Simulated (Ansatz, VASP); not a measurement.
This is a calculation of Au for VASP 6.6.1.

The input INCAR:

```
PREC = Accurate ; ENCUT = 600
EDIFF = 1E-7 ; ISMEAR = -1
SIGMA = 0.05 ; LREAL = F
LASPH = T ; NELM = 100
ALGO = Normal ; ISIF = 3
LWAVE = F ; LCHARG = F
GGA = RE ; IVDW = 13
IBRION = 2 ; NSW = 80
EDIFFG = -0.02
```

The input KPOINTS:

```
regular mesh
0
Gamma
  11 11 11
```

Contents of POSCAR:

```
Au
1.0
    0.0000000000      2.0350000000      2.0350000000
    2.0350000000      0.0000000000      2.0350000000
    2.0350000000      2.0350000000      0.0000000000
Au
1
Direct
    0.0000000000      0.0000000000      0.0000000000
```

Potentials or basis: VASP PAW PBE potentials, release 64 (Au).

Run with:

```bash
$ cat potpaw_PBE.64/Au/POTCAR > POTCAR
$ mpirun -np 1 vasp_std > vasp.out
```

Problem. Set up the same calculation for Ansatz 0.2.0. Potentials there: all-electron LAPW, scalar-relativistic.

Solution. As run (the cutoff follows the program's own potentials):

Contents of input.yaml:

```yaml
crystal:
  lattice:
    - [0.0, 2.035, 2.035]
    - [2.035, 0.0, 2.035]
    - [2.035, 2.035, 0.0]
  atoms:
    - { symbol: Au, position: [0.0, 0.0, 0.0] }
kpoints:
  mp_grid: { grid: [11, 11, 11] }
scf:
  occupations: { method: fermi_dirac, width: 0.05 }
hamiltonian:
  xc: revpbe
  dispersion: d4
  pseudopotentials: { kind: all_electron, lapw: { basis_error: 0.001 } }
output:
  forces: true
  stress: true
relax:
  f_tol: 0.02
  max_steps: 60
  cell: {}
```

Potentials or basis: all-electron LAPW, scalar-relativistic.

Launch:

```console
$ ansatz run input.yaml --threads 1 --pin off --max-ram 3072MiB --backend cpu --events-out ev --progress --plain --runs-dir out
```

Both were run:

|  | VASP | Ansatz | Ansatz less VASP |
| --- | --- | --- | --- |
| relaxed volume (Å³/atom) | 17.17 | 17.19 | +0.018 |
| relaxed cell length with the largest relative difference (Å) | 2.896 | 2.897 | +0.0010 |

VASP's potentials were made for PBE, not for revPBE. Ansatz ran all-electron here, and VASP with PAW potentials.

Neither program's run includes spin-orbit coupling.
